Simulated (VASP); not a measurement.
Set up this calculation in VASP 6.6.1, as the native input.

| Item | Value |
| --- | --- |
| Task | single point |
| Functional | r2SCAN |
| Potentials or basis | VASP PAW PBE potentials, release 64 (Ga_d) |
| Cutoff | 520 eV |
| k mesh | 20 × 20 × 20 |
| Occupations | gaussian, width 0.1 eV |
| Spin | no spin polarisation |
| Dipole correction | no |
| Further INCAR settings | ALGO = Normal; EDIFF = 1e-06; NBANDS = 12 |

Ga:

```
Ga
1.0
    -1.38947    1.38947    2.24574
     1.38947   -1.38947    2.24574
     1.38947    1.38947   -2.24574
Ga
1
Direct
  0.00000 0.00000 0.00000
```

One way to write it, as run:

POSCAR

```
Ga
1.0
   -1.3894702490      1.3894702490      2.2457424299
    1.3894702490     -1.3894702490      2.2457424299
    1.3894702490      1.3894702490     -2.2457424299
Ga
1
Direct
    0.0000000000      0.0000000000      0.0000000000
```

INCAR.step1

```
SYSTEM = Ga
PREC = Accurate
ENCUT = 520
ISMEAR = 0
SIGMA = 0.1
LREAL = .False.
LASPH = .True.
NELM = 60
NBANDS = 12
GGA = PE
ALGO = Normal
EDIFF = 1E-4
LWAVE = .True.
LCHARG = .False.
```

INCAR.step2

```
SYSTEM = Ga
PREC = Accurate
ENCUT = 520
EDIFF = 1E-6
ISMEAR = 0
SIGMA = 0.1
LREAL = .False.
LASPH = .True.
NELM = 60
ALGO = Normal
ISIF = 2
LWAVE = .False.
LCHARG = .False.
METAGGA = R2SCAN
LMIXTAU = .True.
NBANDS = 12
ISTART = 1
```

KPOINTS

```
Automatic mesh
0
Gamma
  20 20 20
  0 0 0
```

Potentials or basis: VASP PAW PBE potentials, release 64 (Ga_d).

Command:

```console
$ cat potpaw_PBE.64/Ga_d/POTCAR > POTCAR
$ cp INCAR.step1 INCAR
$ mpirun -np 1 vasp_std > vasp.out
$ cp INCAR.step2 INCAR
$ mpirun -np 1 vasp_std > vasp.out
```

It gave:

- Pressure: 1.9 GPa
- Band gap on the k mesh: zero (an odd number of electrons rules out a gap without spin polarisation)

Caveat: the PAW data sets were made with another functional, which shifts forces and pressure a little.

Run time: 2.5 min on 1 thread of Intel(R) Xeon(R) 6975P-C (Granite Rapids) (shared host), peak memory 0.25 GiB.
